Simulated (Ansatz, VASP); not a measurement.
# ScAl in VASP and in Ansatz

File INCAR:

```
SYSTEM = ScAl
ALGO     = Normal         ! electronic algorithm
EDIFF    = 1E-6           ! SCF threshold, eV
ENCUT    = 520            ! plane-wave cutoff, eV
GGA      = PS             ! functional
ISIF     = 2              ! what is computed and relaxed
ISMEAR   = 0              ! smearing method
LASPH    = .True.         ! aspherical terms in the spheres
LCHARG   = .False.        ! write CHGCAR
LREAL    = .False.        ! projectors in reciprocal space
LWAVE    = .False.        ! write WAVECAR
NBANDS   = 14             ! bands
NELM     = 100            ! most SCF steps
PREC     = Accurate       ! precision mode
SIGMA    = 0.05           ! smearing width, eV
```

Contents of KPOINTS:

```
k-points
0
Gamma
  12 12 12
  0 0 0
```

The input POSCAR:

```
ScAl
1.0
    3.3703489700      0.0000000000      0.0000000000
    0.0000000000      3.3703489700      0.0000000000
    0.0000000000      0.0000000000      3.3703489700
Sc Al
1 1
Direct
    0.5000000000      0.5000000000      0.5000000000
    0.0000000000      0.0000000000      0.0000000000
```

Input for Ansatz:

```yaml
crystal:
  lattice:
    - [3.37034897, 0.0, 0.0]
    - [0.0, 3.37034897, 0.0]
    - [0.0, 0.0, 3.37034897]
  atoms:
    - { symbol: Sc, position: [0.5, 0.5, 0.5] }
    - { symbol: Al, position: [0.0, 0.0, 0.0] }
basis:
  ecutwfc: 420
kpoints:
  mp_grid: { grid: [12, 12, 12] }
hamiltonian:
  xc: pbesol
scf:
  occupations: { method: gaussian, width: 0.05 }
output:
  forces: true
  stress: true
  eigenvalues: true
```

Alike in both runs: task single point; functional PBEsol; k mesh 12 × 12 × 12; occupations gaussian, width 0.05 eV; no spin polarisation.

|  | VASP | Ansatz |
| --- | --- | --- |
| version | VASP 6.6.1 | Ansatz 0.2.0 |
| potentials or method | VASP PAW PBE potentials, release 64 (Sc_sv, Al), cutoff 520 eV | scalar-relativistic, plane waves, PAW |
| valence electrons in the cell | 14 | 14 |

Ansatz gave:

| Quantity | Value |
| --- | --- |
| gap on the k mesh at the Fermi level (eV) | none |
| pressure (GPa) | -1.8 |

**Question.** Estimate VASP's values.

**Answer.** gap on the k mesh at the Fermi level (eV): none; pressure (GPa): -1.7.

VASP's potentials were made for PBE, not for PBEsol. A gap of «none» marks a metal or a gap that the smearing closes. The functional is the same, so the differences come from potentials, cutoffs and numerics.
